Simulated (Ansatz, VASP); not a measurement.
## Two plane-wave programs on Ga3Sb

Contents of INCAR:

```
SYSTEM = Ga3Sb
  PREC = Accurate
  ENCUT = 520
  EDIFF = 1E-7
  ISMEAR = 0
  SIGMA = 0.15
  LREAL = .False.
  LASPH = .True.
  NELM = 60
  ALGO = Fast
  ISIF = 2
  LWAVE = .False.
  LCHARG = .True.
  GGA = PS
  IVDW = 12
  LELF = .True.
  LVHAR = .True.
  NBANDS = 30
```

The input KPOINTS:

```
regular mesh
0
Gamma
  14 14 14
  0 0 0
```

Contents of POSCAR:

```
Ga3Sb
1.0
   -2.0356891383      2.0356891383      4.3534913683
    2.0356891383     -2.0356891383      4.3534913683
    2.0356891383      2.0356891383     -4.3534913683
Ga Sb
3 1
Direct
    0.7500000000      0.2500000000      0.5000000000
    0.2500000000      0.7500000000      0.5000000000
    0.5000000000      0.5000000000      0.0000000000
    0.0000000000      0.0000000000      0.0000000000
```

Input for Ansatz:

```yaml
crystal:
  lattice:
    - [-2.0356891383, 2.0356891383, 4.3534913683]
    - [2.0356891383, -2.0356891383, 4.3534913683]
    - [2.0356891383, 2.0356891383, -4.3534913683]
  atoms:
    - { symbol: Ga, position: [0.75, 0.25, 0.5] }
    - { symbol: Ga, position: [0.25, 0.75, 0.5] }
    - { symbol: Ga, position: [0.5, 0.5, 0.0] }
    - { symbol: Sb, position: [0.0, 0.0, 0.0] }
basis:
  ecutwfc: 420
kpoints:
  mp_grid: { grid: [14, 14, 14] }
hamiltonian:
  xc: pbesol
  pseudopotentials: { kind: paw, azcp: { folder: soft_1 } }
  dispersion: d3bj
scf:
  occupations: { method: gaussian, width: 0.15 }
output:
  forces: true
  stress: true
  eigenvalues: true
  write_density: true
  write_potential: true
  elf: true
  volumetric_format: npy
```

Alike in both runs: task single point; functional PBEsol; dispersion D3(BJ); k mesh 14 × 14 × 14; occupations gaussian, width 0.15 eV; no spin polarisation.

|  | VASP | Ansatz |
| --- | --- | --- |
| version | VASP 6.6.1 | Ansatz 0.2.0 |
| potentials or method | VASP PAW PBE potentials, release 64 (Ga_d, Sb), cutoff 520 eV | scalar-relativistic, plane waves, PAW |
| valence electrons in the cell | 44 | 54 |

|  | VASP | Ansatz | Ansatz less VASP |
| --- | --- | --- | --- |
| gap on the k mesh at the Fermi level (eV) | none | none | - |
| pressure (GPa) | 6.7 | 6.6 | -0.13 |
| traceless stress, the component that is largest in VASP (GPa) | -0.06 | -0.06 | +0.002 |

VASP's potentials were made for PBE, not for PBEsol, and Ansatz warns of the same on its side. A gap of «none» marks a metal or a gap that the smearing closes. VASP's potentials hold 44 valence electrons a cell and Ansatz's 54, so a difference there can come from the potentials and not from the codes.

Spin-orbit coupling is off throughout.
